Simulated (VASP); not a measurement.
# HfN (P6/mmm) in VASP: notebook

The runs below take HfN through single point, with PBE.

Program: VASP 6.6.1. These are calculated values, not measurements. Logs are shortened: lines on timing, memory, paths and dates and some standing lists are left out, and cuts for length are marked.

### Step 1. The cell of the first run

The structure is hexagonal, space group P6/mmm (No. 191). Conventional cell: a = 3.363 Å, b = 3.363 Å, c = 3.889 Å, α = 90.00°, β = 90.00°, γ = 120.00°. Hf (site symmetry 6/mmm) has 2 N at 1.94 Å within 2.6 Å. N (site symmetry 6/mmm) has 2 Hf at 1.94 Å within 2.6 Å.

### Step 2. Single point, PBE

File INCAR:

```
SYSTEM = HfN
  PREC = Accurate
  ENCUT = 520
  EDIFF = 1E-6
  ISMEAR = -1
  SIGMA = 0.05
  LREAL = .FALSE.
  LASPH = .TRUE.
  NELM = 100
  ALGO = Normal
  ISIF = 2
  LWAVE = .FALSE.
  LCHARG = .FALSE.
  GGA = PE
  NBANDS = 14
```

File KPOINTS:

```
regular mesh
0
G
  9 9 7
  0 0 0
```

File POSCAR:

```
HfN
1.0
    3.3631248243      0.0000000000      0.0000000000
   -1.6815575142      2.9125446019      0.0000000000
    0.0000000000      0.0000000000      3.8887805261
Hf N
1 1
Direct
    0.0000000000      0.0000000000      0.5000000000
    0.0000000000      0.0000000000      0.0000000000
```

Potentials or basis: VASP PAW PBE potentials, release 64 (Hf_pv, N).

The run is started by

```bash
$ cat potpaw_PBE.64/Hf_pv/POTCAR potpaw_PBE.64/N/POTCAR > POTCAR
$ mpirun -np 1 vasp_std > vasp.out
```

OUTCAR:

```text
SYSTEM = HfN
   PREC = Accurate
   ENCUT = 520
   EDIFF = 1E-6
   ISMEAR = -1
   LREAL = .FALSE.
   LASPH = .TRUE.
   NELM = 100
   ISIF = 2
   GGA = PE

 ion  position               nearest neighbor table
   1  0.000  0.000  0.500-   2 1.94   2 1.94
   2  0.000  0.000  0.000-   1 1.94   1 1.94

  LATTYP: Found a hexagonal cell.
 ALAT       =     3.3631248243
 C/A-ratio  =     1.1562997894

  Lattice vectors:

 A1 = (   3.3631248243,   0.0000000000,   0.0000000000)
 A2 = (  -1.6815575142,   2.9125446019,   0.0000000000)
 A3 = (   0.0000000000,   0.0000000000,   3.8887805261)

Analysis of symmetry for initial positions (statically):
=====================================================================
 Subroutine PRICEL returns:
 Original cell was already a primitive cell.

 Routine SETGRP: Setting up the symmetry group for a
 hexagonal supercell.

 Subroutine GETGRP returns: Found 24 space group operations
 (whereof 24 operations were pure point group operations)
 out of a pool of 24 trial point group operations.

The static configuration has the point symmetry D_6h.

Analysis of symmetry for dynamics (positions and initial velocities):
=====================================================================
 Subroutine PRICEL returns:
 Original cell was already a primitive cell.

 Routine SETGRP: Setting up the symmetry group for a
 hexagonal supercell.

 Subroutine GETGRP returns: Found 24 space group operations
 (whereof 24 operations were pure point group operations)
 out of a pool of 24 trial point group operations.

The dynamic configuration has the point symmetry D_6h.

 Subroutine INISYM returns: Found 24 space group operations
 (whereof 24 operations are pure point group operations),
 and found     1 'primitive' translations

----------------------------------------------------------------------------------------

                                     Primitive cell

  volume of cell :      38.0916

  direct lattice vectors                    reciprocal lattice vectors
     3.363124824  0.000000000  0.000000000     0.297342517  0.171670691  0.000000000
    -1.681557514  2.912544602  0.000000000     0.000000000  0.343342382  0.000000000
     0.000000000  0.000000000  3.888780526     0.000000000  0.000000000  0.257150023

  length of vectors
     3.363124824  3.363116372  3.888780526     0.343341519  0.343342382  0.257150023

  position of ions in fractional coordinates (direct lattice)
     0.000000000  0.000000000  0.500000000
     0.000000000  0.000000000  0.000000000

  ion indices of the primitive-cell ions
   primitive index   ion index
                 1           1
                 2           2

----------------------------------------------------------------------------------------

 KPOINTS: regular mesh

Automatic generation of k-mesh.
 Grid dimensions read from file:
 generate k-points for:    9    9    7

 Generating k-lattice:

  Cartesian coordinates                     Fractional coordinates (reciprocal lattice)
     0.033038057  0.019074521  0.000000000     0.111111111  0.000000000  0.000000000
     0.000000000  0.038149154  0.000000000     0.000000000  0.111111111  0.000000000
     0.000000000  0.000000000  0.036735718     0.000000000  0.000000000  0.142857143

  Length of vectors
     0.038149058  0.038149154  0.036735718

  Shift w.r.t. Gamma in fractional coordinates (k-lattice)
     0.000000000  0.000000000  0.000000000

 Subroutine IBZKPT returns following result:
 ===========================================

 Found     48 irreducible k-points:

 Following reciprocal coordinates:
            Coordinates               Weight
  0.000000  0.000000  0.000000      1.000000
  0.111111  0.000000  0.000000      6.000000
  0.222222  0.000000  0.000000      6.000000
  0.333333  0.000000  0.000000      6.000000
  0.444444  0.000000  0.000000      6.000000
  0.111111  0.111111  0.000000      6.000000
[... 16 lines left out ...]
  0.333333  0.222222  0.142857     24.000000
  0.333333  0.333333  0.142857      4.000000
 [... further k-points ...]
   k-points           NKPTS =     48   k-points in BZ     NKDIM =     48   number of bands    NBANDS=     14
   number of dos      NEDOS =    301   number of ions     NIONS =      2
   total plane-waves  NPLWV =  23520
   dimension x,y,z NGX =    28 NGY =   28 NGZ =   30
   dimension x,y,z NGXF=    56 NGYF=   56 NGZF=   60
   ions per type =               1   1
   NGX,Y,Z   is equivalent  to a cutoff of  13.84, 13.84, 12.83 a.u.
   NGXF,Y,Z  is equivalent  to a cutoff of  27.68, 27.68, 25.65 a.u.
 SYSTEM =  HfN
   PREC   = accura    normal or accurate (medium, high low for compatibility)
   ISTART =      0    job   : 0-new  1-cont  2-samecut
   ICHARG =      2    charge: 1-file 2-atom 10-const
   ISPIN  =      1    spin polarized calculation?
   LNONCOLLINEAR =      F non collinear calculations
   LSORBIT =      F    spin-orbit coupling
   LASPH  =      T    aspherical Exc in radial PAW
   ENCUT  =  520.0 eV  38.22 Ry    6.18 a.u.   6.25  6.25  7.23*2*pi/ulx,y,z
   NELM   =    100;   NELMIN=  2; NELMDL= -5     # of ELM steps
   EDIFF  = 0.1E-05   stopping-criterion for ELM
   LREAL  =      F    real-space projection
[... 7 lines left out ...]
   TEBEG  =    0.0;   TEEND  =   0.0 temperature during run
   PSTRESS=    0.0 pullay stress
   NELECT =      15.0000    total number of electrons
   NUPDOWN=      -1.0000    fix difference up-down
   EMIN   =  10.00;   EMAX   =-10.00  energy-range for DOS
   EFERMI =   0.00;   METHOD = LEGACY
   ISMEAR =    -1;   SIGMA  =   0.05  broadening in eV -4-tet -1-fermi 0-gaus
   EFERMI_NEDOS =   21; number of points for ismear=-14 and -15
   IALGO  =     38    algorithm
   IMIX   =      4    mixing-type and parameters
     AMIX     =   0.40;   BMIX     =  1.00
     AMIX_MAG =   1.60;   BMIX_MAG =  1.00
  volume/ion in A,a.u.               =      19.05       128.53
  Fermi-wavevector in a.u.,A,eV,Ry     =   1.199948  2.267572 19.590675  1.439874
  Thomas-Fermi vector in A             =   2.335797
   LORBIT       =      0    0 simple, 1 ext, 2 COOP (PROOUT), +10 PAW based schemes
   GGA     = PE    functional components
   LHFCALC =     F    Hartree Fock is set to
   AEXX    =    0.0000 exact exchange contribution
   IVDW    =     0    specifies the selected vdW correction
   LEPSILON=     F    determine dielectric tensor
   LRPA    =     F    only Hartree local field effects (RPA)
 non-spin polarized calculation
  energy-cutoff  :      520.00
  volume of cell :       38.09
 maximum number of plane-waves:      1052
 NGX is ok and might be reduce to    28
   NGX = 13   NGY = 13   NGZ = 15

 number of electron      15.0000001 magnetization

 Free energy of the ion-electron system (eV)
  ---------------------------------------------------
  ext. energy  EPLUGINS =         0.00000000
  ---------------------------------------------------
  free energy    TOTEN  =       -17.04213352 eV

  energy without entropy =      -17.03229687  energy(sigma->0) =      -17.03721520

 E-fermi :   2.0805     XC(G=0):  -9.9890

 val. band max:        2.0741248177   @ k =   0.2222   0.2222   0.2857
 cond. band min:       2.0849308431   @ k =   0.4444   0.0000   0.0000
 fundamental gap:      0.0108060254
 Fermi energy:         2.0804864648

 k-point     1 :       0.0000    0.0000    0.0000
  band No.  band energies     occupation
      1     -27.9678      2.00000
      2     -27.9677      2.00000
      3     -27.8754      2.00000
      4     -11.4076      2.00000
      5      -1.4665      2.00000
      6       2.4221      0.00216
      7       2.5531      0.00016
      8       2.5531      0.00016
      9       4.0513      0.00000
     10       4.0513      0.00000
     11       6.6365      0.00000
     12       6.6365      0.00000
     13      11.2199      0.00000
     14      12.4541      0.00000

 k-point     2 :       0.1111    0.0000    0.0000
  band No.  band energies     occupation
      1     -28.0079      2.00000
      2     -27.9773      2.00000
      3     -27.8703      2.00000
      4     -11.3518      2.00000
      5      -1.2216      2.00000
      6       2.3776      0.00524
      7       2.4472      0.00130
      8       2.4766      0.00072
      9       3.7804      0.00000
     10       4.3708      0.00000
     11       6.1263      0.00000
     12       6.5577      0.00000
     13      11.9715      0.00000
     14      12.6650      0.00000

 k-point     3 :       0.2222    0.0000    0.0000
  band No.  band energies     occupation
      1     -28.1084      2.00000
      2     -28.0014      2.00000
      3     -27.8576      2.00000
      4     -11.2079      2.00000
      5      -0.6741      2.00000
      6       1.9048      1.94220
      7       2.3205      0.01632
      8       2.5259      0.00027
      9       3.5372      0.00000
     10       5.1772      0.00000
     11       5.2371      0.00000
     12       6.3664      0.00000
     13      12.8519      0.00000
     14      13.5122      0.00000
[... 324 lines left out ...]
 k-point    23 :       0.3333    0.2222    0.1429
  band No.  band energies     occupation
      1     -28.2496      2.00000
      2     -28.1272      2.00000
      3     -27.8559      2.00000
      4     -10.5591      2.00000
      5      -0.3169      2.00000
      6       0.5215      2.00000
      7       1.8157      1.99002
      8       2.5984      0.00006
      9       3.6013      0.00000
     10       5.4500      0.00000
     11       6.0802      0.00000
     12       8.3373      0.00000
     13      10.1284      0.00000
     14      13.3758      0.00000

 k-point    24 :       0.3333    0.3333    0.1429
  band No.  band energies     occupation
      1     -28.2007      2.00000
      2     -28.2007      2.00000
      3     -27.8532      2.00000
      4     -10.5284      2.00000
      5       0.0245      2.00000
      6       0.0246      2.00000
      7       1.8406      1.98365
      8       3.3477      0.00000
      9       3.3477      0.00000
     10       5.6480      0.00000
     11       5.6481      0.00000
     12       7.4985      0.00000
     13      11.9189      0.00000
     14      11.9189      0.00000

 [... further k-points ...]

------------------------ aborting loop because EDIFF is reached ----------------------------------------

  FORCE on cell =-STRESS in cart. coord.  units (eV):
  Direction    XX          YY          ZZ          XY          YZ          ZX
  --------------------------------------------------------------------------------------
  -------------------------------------------------------------------------------------
  Total        0.7462972      0.7462937      4.6284585      0.0000013      0.0000000     -0.0000000
  in kB       31.3901505     31.3900010    194.6784812      0.0000528      0.0000000     -0.0000000
  external PRESSURE =      85.8195442 kB  Pullay stress =       0.0000000 kB

 VOLUME and BASIS-vectors are now :
 -----------------------------------------------------------------------------
  energy-cutoff  :      520.00
  volume of cell :       38.09
      direct lattice vectors                 reciprocal lattice vectors
     3.363124824  0.000000000  0.000000000     0.297342517  0.171670691  0.000000000
    -1.681557514  2.912544602  0.000000000     0.000000000  0.343342382  0.000000000
     0.000000000  0.000000000  3.888780526     0.000000000  0.000000000  0.257150023

 POSITION                                       TOTAL-FORCE (eV/Angst)
 -----------------------------------------------------------------------------------
      0.00000      0.00000      1.94439         0.000000      0.000000      0.000000
      0.00000      0.00000      0.00000        -0.000000      0.000000      0.000000
 -----------------------------------------------------------------------------------
    total drift:                               -0.000000     -0.000000      0.000000

  FREE ENERGIE OF THE ION-ELECTRON SYSTEM (eV)
  ---------------------------------------------------
  free  energy   TOTEN  =       -17.0421335170 eV

  energy  without entropy=      -17.0322968748  energy(sigma->0) =      -17.03721520
```

Run time: 45 s. Hardware: 1 thread of Intel Xeon Platinum 8259CL at 2.50GHz (Skylake/Cascade Lake), shared host; peak memory 0.17 GiB.

What came out:

```
Free energy : -17.0421 eV
Pressure    : 8.6 GPa
```

Stress tensor (GPa, compression positive):
```
 3.14  0.00  0.00
 0.00  3.14  0.00
 0.00  0.00 19.47
```

Levels at points of the mesh, in eV from the Fermi level:
```tsv
k point	band 5	band 6	band 7	band 8	band 9	band 10	band 11	band 12
(0.00, 0.00, 0.00)	-3.55	0.34	0.47	0.47	1.97	1.97	4.56	4.56
```

Caveat: spin-orbit coupling is left out, which moves the levels of the heavy elements.

(Part 1 of 2 ends here.)
